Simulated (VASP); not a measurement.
**BP: relaxation of cell and atoms with PBEsol**

BP:

```
CELL_PARAMETERS angstrom
0.00000 2.27000 2.27000
2.27000 0.00000 2.27000
2.27000 2.27000 0.00000
ATOMIC_POSITIONS crystal
B 0.00000 0.00000 0.00000
P 0.25000 0.25000 0.25000
```

```yaml
Program: VASP 6.6.1
Task: relaxation of cell and atoms
Functional: PBEsol
Potentials_or_basis: VASP PAW PBE potentials, release 64 (B, P)
Cutoff: 500 eV
k_mesh: 12 × 12 × 12
Occupations: gaussian, width 0.01 eV
Spin: no spin polarisation
Dipole_correction: no
Further_INCAR_settings: ALGO = Normal; EDIFF = 1e-07; IBRION = 2; EDIFFG = -0.002; NSW = 80; ISIF = 3
```

```json
{
 "Relaxed volume": "11.55 Å³/atom",
 "Relaxed cell": "a = 3.197 Å, b = 3.197 Å, c = 3.197 Å, α = 60.00°, β = 60.00°, γ = 60.00°",
 "Space group after relaxing (to 0.1 Å)": "F-43m (No. 216)",
 "Energy gained by relaxing": "0.9 meV/atom",
 "Ionic steps": "3",
 "Pressure after relaxing": "0.0 GPa",
 "Band gap on the k mesh": "1.11 eV (least direct gap 3.37 eV)"
}
```

The path:
```
step  energy change (eV)  largest force (eV/Å)  pressure (GPa)  volume (Å³)
   1              0.0000                0.0000           -2.06        23.39
   2             -0.0008                0.0000            1.62        22.89
   3             -0.0019                0.0000            0.00        23.10
```

Final structure:
```yaml
crystal:
  lattice:
    - [0.00000, 2.26055, 2.26055]
    - [2.26055, 0.00000, 2.26055]
    - [2.26055, 2.26055, 0.00000]
  atoms:
    - { symbol: B, position: [0.00000, 0.00000, 0.00000] }
    - { symbol: P, position: [0.25000, 0.25000, 0.25000] }
```

Levels at points of the mesh, in eV from the valence-band top:
| k point | band 1 | band 2 | band 3 | band 4 | band 5 | band 6 | band 7 | band 8 |
| --- | --- | --- | --- | --- | --- | --- | --- | --- |
| (0.00, 0.00, 0.00) | -15.60 | 0.00 | 0.00 | 0.00 | 3.37 | 3.37 | 3.37 | 7.51 |
| (0.50, 0.00, 0.00) | -12.21 | -9.18 | -1.78 | -1.78 | 3.80 | 4.66 | 4.66 | 9.97 |
| (0.50, 0.50, 0.00) | -10.66 | -8.66 | -4.19 | -4.19 | 1.20 | 1.51 | 12.20 | 12.20 |

Run time: 14 s on 1 thread of Intel(R) Xeon(R) Platinum 8375C CPU @ 2.90GHz (Ice Lake), on a shared host, peak memory 0.14 GiB.

Caveat: the PAW data sets were made with another functional, which shifts forces and pressure a little. A k mesh can miss the band edges.
